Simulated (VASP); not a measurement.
Wanted: the native input for a VASP 6.6.1 run.

* Task: single point
* Functional: PBEsol
* Potentials or basis: VASP PAW PBE potentials, release 64 (In_d, Cd, S)
* Cutoff: 520 eV
* k mesh: 8 × 8 × 4
* Occupations: gaussian, width 0.05 eV
* Spin: no spin polarisation
* Dipole correction: no
* Further INCAR settings: ALGO = Normal; EDIFF = 1e-06; NBANDS = 26

The structure of CdInS2 lies in POSCAR:

```
CdInS2
1.0
    3.8694961422      0.0000000000      0.0000000000
   -1.9347480711      3.3510819590      0.0000000000
    0.0000000000      0.0000000000      6.8105290000
In Cd S
1 1 2
Direct
    0.0000000000      0.0000000000      0.5000000000
    0.0000000000      0.0000000000      0.0000000000
    0.3333333333      0.6666666667      0.2449510000
    0.6666666667      0.3333333333      0.7550490000
```

One way to write it, as run:

INCAR

```
PREC = Accurate
ENCUT = 520
EDIFF = 1E-6
ISMEAR = 0
SIGMA = 0.05
LREAL = F
LASPH = T
NELM = 80
ALGO = Normal
ISIF = 2
LWAVE = F
LCHARG = T
GGA = PS
LELF = T
LVHAR = T
NBANDS = 26
```

KPOINTS

```
regular mesh
0
Gamma
  8 8 4
```

Potentials or basis: VASP PAW PBE potentials, release 64 (In_d, Cd, S).

Command:

```console
$ cat potpaw_PBE.64/In_d/POTCAR potpaw_PBE.64/Cd/POTCAR potpaw_PBE.64/S/POTCAR > POTCAR
$ mpirun -np 1 vasp_std > vasp.out
```

Results of the run:

| Quantity | Value |
| --- | --- |
| Pressure | -3.5 GPa |
| Largest force | 0.047 eV/Å |

Caveat: the PAW data sets were made with another functional, which shifts forces and pressure a little.

Wall time 41 s on 1 thread of Intel(R) Xeon(R) 6975P-C (Granite Rapids) (shared host), peak memory 0.24 GiB.
